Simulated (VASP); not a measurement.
# HfH5 (P6/mmm) in VASP: further runs, part 2 of 2

VASP 6.6.1.

### Step 3. Relaxation of cell and atoms, PBE

This run uses another cell than the first one, of 10.06 Å³/atom.

INCAR reads:

```
PREC     = Accurate       # precision mode
ENCUT    = 600            # plane-wave cutoff, eV
EDIFF    = 1E-7           # SCF threshold, eV
ISMEAR   = 0              # smearing method
SIGMA    = 0.1            # smearing width, eV
LREAL    = F              # projectors in reciprocal space
LASPH    = T              # aspherical terms in the spheres
NELM     = 100            # most SCF steps
ALGO     = Normal         # electronic algorithm
ISIF     = 3              # what is computed and relaxed
LWAVE    = F              # write WAVECAR
LCHARG   = F              # write CHGCAR
GGA      = PE             # functional
IBRION   = 2              # ionic algorithm
NSW      = 90             # ionic steps
EDIFFG   = -0.04          # ionic threshold
```

KPOINTS reads:

```
Automatic mesh
0
Gamma
  6 6 6
```

POSCAR reads:

```
HfH5
1.0
    4.4361424600      0.0000000000      0.0000000000
   -2.2180712300      3.8418120700      0.0000000000
    0.0000000000      0.0000000000      3.5415104700
Hf H
1 5
Direct
    0.0000000000      0.0000000000      0.0000000000
    0.0000000000      0.5000000000      0.5000000000
    0.3333333300      0.6666666700      0.0000000000
    0.6666666700      0.3333333300      0.0000000000
    0.5000000000      0.0000000000      0.5000000000
    0.5000000000      0.5000000000      0.5000000000
```

Potentials or basis: VASP PAW PBE potentials, release 64 (Hf_pv, H).

Command:

```sh
$ cat potpaw_PBE.64/Hf_pv/POTCAR potpaw_PBE.64/H/POTCAR > POTCAR
$ mpirun -np 1 vasp_std > vasp.out
```

OUTCAR:

```text
PREC = Accurate
   ENCUT = 600
   EDIFF = 1E-7
   ISMEAR = 0
   LREAL = F
   LASPH = T
   NELM = 100
   ISIF = 3
   GGA = PE
   IBRION = 2
   NSW = 90
   EDIFFG = -0.04

 ion  position               nearest neighbor table
   1  0.000  0.000  0.000-
   2  0.000  0.500  0.500-
   3  0.333  0.667  0.000-
   4  0.667  0.333  0.000-
   5  0.500  0.000  0.500-
   6  0.500  0.500  0.500-

  LATTYP: Found a hexagonal cell.
 ALAT       =     4.4361424600
 C/A-ratio  =     0.7983310955

  Lattice vectors:

 A1 = (   4.4361424600,   0.0000000000,   0.0000000000)
 A2 = (  -2.2180712300,   3.8418120700,   0.0000000000)
 A3 = (   0.0000000000,   0.0000000000,   3.5415104700)

Analysis of symmetry for initial positions (statically):
=====================================================================
 Subroutine PRICEL returns:
 Original cell was already a primitive cell.

 Routine SETGRP: Setting up the symmetry group for a
 hexagonal supercell.

 Subroutine GETGRP returns: Found 24 space group operations
 (whereof 24 operations were pure point group operations)
 out of a pool of 24 trial point group operations.

The static configuration has the point symmetry D_6h.

Analysis of symmetry for dynamics (positions and initial velocities):
=====================================================================
 Subroutine PRICEL returns:
 Original cell was already a primitive cell.

 Routine SETGRP: Setting up the symmetry group for a
 hexagonal supercell.

 Subroutine GETGRP returns: Found 24 space group operations
 (whereof 24 operations were pure point group operations)
 out of a pool of 24 trial point group operations.

The dynamic configuration has the point symmetry D_6h.

 Subroutine INISYM returns: Found 24 space group operations
 (whereof 24 operations are pure point group operations),
 and found     1 'primitive' translations

----------------------------------------------------------------------------------------

                                     Primitive cell

  volume of cell :      60.3573

  direct lattice vectors                    reciprocal lattice vectors
     4.436142460  0.000000000  0.000000000     0.225421075  0.130146918  0.000000000
    -2.218071230  3.841812070  0.000000000     0.000000000  0.260293836  0.000000000
     0.000000000  0.000000000  3.541510470     0.000000000  0.000000000  0.282365394

  length of vectors
     4.436142460  4.436142464  3.541510470     0.260293836  0.260293836  0.282365394

  position of ions in fractional coordinates (direct lattice)
     0.000000000  0.000000000  0.000000000
     0.000000000  0.500000000  0.500000000
     0.333333330  0.666666670  0.000000000
     0.666666670  0.333333330  0.000000000
     0.500000000  0.000000000  0.500000000
     0.500000000  0.500000000  0.500000000

  ion indices of the primitive-cell ions
   primitive index   ion index
                 1           1
                 2           2
                 3           3
                 4           4
                 5           5
                 6           6

----------------------------------------------------------------------------------------

 KPOINTS: Automatic mesh

Automatic generation of k-mesh.
 Grid dimensions read from file:
 generate k-points for:    6    6    6

 Generating k-lattice:

  Cartesian coordinates                     Fractional coordinates (reciprocal lattice)
     0.037570179  0.021691153  0.000000000     0.166666667  0.000000000  0.000000000
     0.000000000  0.043382306  0.000000000     0.000000000  0.166666667  0.000000000
     0.000000000  0.000000000  0.047060899     0.000000000  0.000000000  0.166666667

  Length of vectors
     0.043382306  0.043382306  0.047060899

  Shift w.r.t. Gamma in fractional coordinates (k-lattice)
     0.000000000  0.000000000  0.000000000

 Subroutine IBZKPT returns following result:
 ===========================================

 Found     28 irreducible k-points:

 Following reciprocal coordinates:
            Coordinates               Weight
  0.000000  0.000000  0.000000      1.000000
  0.166667  0.000000  0.000000      6.000000
  0.333333 -0.000000  0.000000      6.000000
  0.500000  0.000000  0.000000      3.000000
  0.166667  0.166667  0.000000      6.000000
  0.333333  0.166667  0.000000     12.000000
[... 16 lines left out ...]
  0.166667  0.000000  0.500000      6.000000
  0.333333 -0.000000  0.500000      6.000000
 [... further k-points ...]
   k-points           NKPTS =     28   k-points in BZ     NKDIM =     28   number of bands    NBANDS=     11
   number of dos      NEDOS =    301   number of ions     NIONS =      6
   total plane-waves  NPLWV =  36288
   dimension x,y,z NGX =    36 NGY =   36 NGZ =   28
   dimension x,y,z NGXF=    72 NGYF=   72 NGZF=   56
   ions per type =               1   5
   NGX,Y,Z   is equivalent  to a cutoff of  13.49, 13.49, 13.14 a.u.
   NGXF,Y,Z  is equivalent  to a cutoff of  26.98, 26.98, 26.29 a.u.
 SYSTEM =  unknown system
   PREC   = accura    normal or accurate (medium, high low for compatibility)
   ISTART =      0    job   : 0-new  1-cont  2-samecut
   ICHARG =      2    charge: 1-file 2-atom 10-const
   ISPIN  =      1    spin polarized calculation?
   LNONCOLLINEAR =      F non collinear calculations
   LSORBIT =      F    spin-orbit coupling
   LASPH  =      T    aspherical Exc in radial PAW
   ENCUT  =  600.0 eV  44.10 Ry    6.64 a.u.   8.86  8.86  7.07*2*pi/ulx,y,z
   NELM   =    100;   NELMIN=  2; NELMDL= -5     # of ELM steps
   EDIFF  = 0.1E-06   stopping-criterion for ELM
   LREAL  =      F    real-space projection
   EDIFFG = -.4E-01   stopping-criterion for IOM
   NSW    =     90    number of steps for IOM
   IBRION =      2    ionic relax: 0-MD 1-quasi-New 2-CG
   NFREE  =      1    steps in history (QN), initial steepest desc. (CG)
   ISIF   =      3    stress and relaxation
   ISYM   =      2    0-nonsym 1-usesym 2-fastsym
   POTIM  = 0.5000    time-step for ionic-motion
   TEBEG  =    0.0;   TEEND  =   0.0 temperature during run
   PSTRESS=    0.0 pullay stress
   NELECT =      15.0000    total number of electrons
   NUPDOWN=      -1.0000    fix difference up-down
   EMIN   =  10.00;   EMAX   =-10.00  energy-range for DOS
   EFERMI =   0.00;   METHOD = LEGACY
   ISMEAR =     0;   SIGMA  =   0.10  broadening in eV -4-tet -1-fermi 0-gaus
   EFERMI_NEDOS =   21; number of points for ismear=-14 and -15
   IALGO  =     38    algorithm
   IMIX   =      4    mixing-type and parameters
     AMIX     =   0.40;   BMIX     =  1.00
     AMIX_MAG =   1.60;   BMIX_MAG =  1.00
  volume/ion in A,a.u.               =      10.06        67.89
  Fermi-wavevector in a.u.,A,eV,Ry     =   1.029268  1.945035 14.413916  1.059393
  Thomas-Fermi vector in A             =   2.163307
   LORBIT       =      0    0 simple, 1 ext, 2 COOP (PROOUT), +10 PAW based schemes
   GGA     = PE    functional components
   LHFCALC =     F    Hartree Fock is set to
   AEXX    =    0.0000 exact exchange contribution
   IVDW    =     0    specifies the selected vdW correction
   LEPSILON=     F    determine dielectric tensor
   LRPA    =     F    only Hartree local field effects (RPA)
 conjugate gradient relaxation of ions
 non-spin polarized calculation
 Gauss-broadening in eV      SIGMA  =   0.10
  energy-cutoff  :      600.00
  volume of cell :       60.36
 maximum number of plane-waves:      2040
 NGX is ok and might be reduce to    36
   NGX = 17   NGY = 17   NGZ = 15

--------------------------------------- Ionic step        1  -------------------------------------------

 number of electron      14.9999997 magnetization

 Free energy of the ion-electron system (eV)
  ---------------------------------------------------
  ext. energy  EPLUGINS =         0.00000000
  ---------------------------------------------------
  free energy    TOTEN  =       -21.31943110 eV

  energy without entropy =      -21.31110683  energy(sigma->0) =      -21.31526897

 E-fermi :   0.5741     XC(G=0):  -9.2808

 val. band max:        0.5606607361   @ k =   0.0000   0.0000   0.3333
 cond. band min:       0.7160519678   @ k =   0.3333   0.1667   0.1667
 fundamental gap:      0.1553912316
 Fermi energy:         0.5741127848

 k-point     1 :       0.0000    0.0000    0.0000
  band No.  band energies     occupation
      1     -31.6201      2.00000
      2     -31.6201      2.00000
      3     -31.4376      2.00000
      4      -7.4112      2.00000
      5      -0.9584      2.00000
      6      -0.6402      2.00000
      7      -0.6402      2.00000
      8       0.1097      2.00000
      9       3.1715      0.00000
     10       3.1715      0.00000
     11       3.4831      0.00000
[... 984 lines left out ...]
  energy  without entropy=      -25.2416122461  energy(sigma->0) =      -25.24594726

--------------------------------------- Ionic step        9  -------------------------------------------

 number of electron      15.0000002 magnetization

 Free energy of the ion-electron system (eV)
  ---------------------------------------------------
  ext. energy  EPLUGINS =         0.00000000
  ---------------------------------------------------
  free energy    TOTEN  =       -25.26683971 eV

  energy without entropy =      -25.25792622  energy(sigma->0) =      -25.26238296

 E-fermi :   3.7575     XC(G=0): -11.5547

 val. band max:        3.7267055754   @ k =   0.0000   0.0000   0.1667
 cond. band min:       3.7749914772   @ k =   0.5000   0.0000   0.1667
 fundamental gap:      0.0482859018
 Fermi energy:         3.7575462037

 k-point     1 :       0.0000    0.0000    0.0000
  band No.  band energies     occupation
      1     -26.3768      2.00000
      2     -26.3768      2.00000
      3     -26.1823      2.00000
      4      -8.0968      2.00000
      5       0.3320      2.00000
      6       2.2740      2.00000
      7       2.2740      2.00000
      8       3.5270      1.99889
      9       8.7518      0.00000
     10       8.7518      0.00000
     11       9.7383      0.00000
[... 355 lines left out ...]
  FREE ENERGIE OF THE ION-ELECTRON SYSTEM (eV)
  ---------------------------------------------------
  free  energy   TOTEN  =       -25.2668397070 eV

  energy  without entropy=      -25.2579262185  energy(sigma->0) =      -25.26238296

 reached required accuracy - stopping structural energy minimisation
```

Wall time 2.7 min (1 thread of Intel Xeon Platinum 8259CL at 2.50GHz (Skylake/Cascade Lake), shared host); peak memory 0.21 GiB.

Results:

| Quantity | Value |
| --- | --- |
| Free energy | -25.2668 eV |
| Relaxed volume | 5.65 Å³/atom |
| Relaxed cell | a = 3.530 Å, b = 3.530 Å, c = 3.140 Å, α = 90.00°, β = 90.00°, γ = 120.00° |
| Space group after relaxing (to 0.1 Å) | P6/mmm (No. 191) |
| Energy gained by relaxing | 657.9 meV/atom |
| Ionic steps | 9 |
| Pressure after relaxing | -0.5 GPa |
| Band gap on the k mesh | zero (an odd number of electrons rules out a gap without spin polarisation) |

Stress tensor (GPa, compression positive):
```
-1.08  0.00  0.00
 0.00 -1.08  0.00
 0.00  0.00  0.69
```

The path:
| step | energy change (eV) | largest force (eV/Å) | pressure (GPa) | volume (Å³) |
| --- | --- | --- | --- | --- |
| 1 | 0.0000 | 0.0000 | -28.60 | 60.36 |
| 2 | -2.5798 | 0.0000 | -25.67 | 45.98 |
| 3 | -3.7588 | 0.0000 | -11.73 | 36.96 |
| 4 | -0.8304 | 0.0000 | 122.49 | 22.59 |
| 5 | -3.8894 | 0.0000 | -4.34 | 34.66 |
| 6 | -3.9095 | 0.0000 | 0.97 | 33.38 |
| 7 | -3.9074 | 0.0000 | -0.96 | 33.82 |
| 8 | -3.9309 | 0.0000 | -0.81 | 33.85 |
| 9 | -3.9474 | 0.0000 | -0.49 | 33.88 |

Final structure:
```
Hf H
1.0
     3.52960    0.00000    0.00000
    -1.76480    3.05673    0.00000
     0.00000    0.00000    3.13994
Hf H
1 5
Direct
  0.00000 0.00000 0.00000
  0.00000 0.50000 0.50000
  0.33333 0.66667 0.00000
  0.66667 0.33333 0.00000
  0.50000 0.00000 0.50000
  0.50000 0.50000 0.50000
```

Caveat: the volume moved by over 15 % at a fixed basis, so the end points are rough; spin-orbit coupling is left out, which moves the levels of the heavy elements.

### Step 4. Relaxation of cell and atoms, PBE

This run uses another cell than the first one, of 5.67 Å³/atom.

INCAR reads:

```
SYSTEM = HfH5
PREC = Accurate
ENCUT = 600
EDIFF = 1E-6
ISMEAR = 0
SIGMA = 0.1
LREAL = .False.
LASPH = .True.
NELM = 80
ALGO = Normal
ISIF = 3
LWAVE = .False.
LCHARG = .False.
GGA = PE
IBRION = 2
NSW = 100
EDIFFG = -0.01
```

KPOINTS reads:

```
regular mesh
0
Gamma
  12 12 12
  0 0 0
```

POSCAR reads:

```
HfH5
1.0
    3.5234005161      0.0000000000      0.0000000000
   -1.7617002581      3.0513543547      0.0000000000
    0.0000000000      0.0000000000      3.1636411151
Hf H
1 5
Direct
    0.0000000000      0.0000000000      0.0000000000
    0.0000000000      0.5000000000      0.5000000000
    0.3333333333      0.6666666667      0.0000000000
    0.6666666667      0.3333333333      0.0000000000
    0.5000000000      0.0000000000      0.5000000000
    0.5000000000      0.5000000000      0.5000000000
```

Command:

```sh
$ cat potpaw_PBE.64/Hf_pv/POTCAR potpaw_PBE.64/H/POTCAR > POTCAR
$ mpirun -np 1 vasp_std > vasp.out
```

Run time: 2.5 min. Hardware: 1 thread of Intel Xeon Platinum 8259CL at 2.50GHz (Skylake/Cascade Lake), shared host; peak memory 0.21 GiB.

It converged, with:

| Item | Value |
| --- | --- |
| Free energy | -25.2862 eV |
| Relaxed volume | 5.62 Å³/atom |
| Relaxed cell | a = 3.538 Å, b = 3.538 Å, c = 3.111 Å, α = 90.00°, β = 90.00°, γ = 120.00° |
| Space group after relaxing (to 0.1 Å) | P6/mmm (No. 191) |
| Energy gained by relaxing | 1.1 meV/atom |
| Ionic steps | 5 |
| Pressure after relaxing | 0.0 GPa |
| Band gap on the k mesh | zero (an odd number of electrons rules out a gap without spin polarisation) |

Step by step:
```csv
step,energy change (eV),largest force (eV/Å),pressure (GPa),volume (Å³)
1,0.0000,0.0000,-0.73,34.01
2,-0.0039,0.0000,-0.38,33.88
3,-0.0065,0.0000,0.23,33.68
4,-0.0066,0.0000,0.32,33.65
5,-0.0066,0.0000,0.00,33.72
```

Final structure:
```
Hf H
1.0
     3.53761    0.00000    0.00000
    -1.76880    3.06366    0.00000
     0.00000    0.00000    3.11149
Hf H
1 5
Direct
  0.00000 0.00000 0.00000
  0.00000 0.50000 0.50000
  0.33333 0.66667 0.00000
  0.66667 0.33333 0.00000
  0.50000 0.00000 0.50000
  0.50000 0.50000 0.50000
```

Levels at points of the mesh, in eV from the Fermi level:
```
           k point  band 4  band 5  band 6  band 7  band 8  band 9  band 10  band 11
(0.00, 0.00, 0.00)  -12.05   -3.50   -1.72   -1.72   -0.47    4.90     4.90     5.86
(0.50, 0.00, 0.00)   -8.16   -8.10   -2.31    0.39    1.89    2.34     3.95     4.14
(0.00, 0.00, 0.50)   -8.53   -7.78    0.48    0.97    0.97    1.56     1.56     2.30
(0.50, 0.00, 0.50)   -7.13   -5.50   -4.23   -3.40   -1.47    4.58     5.10     7.38
```

Caveat: spin-orbit coupling is left out, which moves the levels of the heavy elements.

### Step 5. Summary

```csv
task,cell,k mesh,cutoff (eV),gap on the mesh (eV),pressure (GPa),relaxed volume (Å³/atom)
single point,"a = 3.544, b = 3.544, c = 3.116 Å, angles 90.0, 90.0, 120.0°, 6 atoms",12 × 12 × 12,520,none,-0.9,-
relaxation of cell and atoms,"relaxed from a = 4.436, b = 4.436, c = 3.542 Å, angles 90.0, 90.0, 120.0°, 6 atoms",6 × 6 × 6,600,none,-0.5,5.65
relaxation of cell and atoms,"relaxed from a = 3.523, b = 3.523, c = 3.164 Å, angles 90.0, 90.0, 120.0°, 6 atoms",12 × 12 × 12,600,none,0.0,5.62
```

Alike in all rows: level PBE; potentials or basis VASP PAW PBE potentials, release 64 (Hf_pv, H); no spin polarisation; smearing gaussian 0.1 eV.

Caveats: spin-orbit coupling is left out, which moves the levels of the heavy elements; the volume moved by over 15 % at a fixed basis, so the end points are rough (at least some runs).

Absolute energies hang on the potentials; compare differences alone.
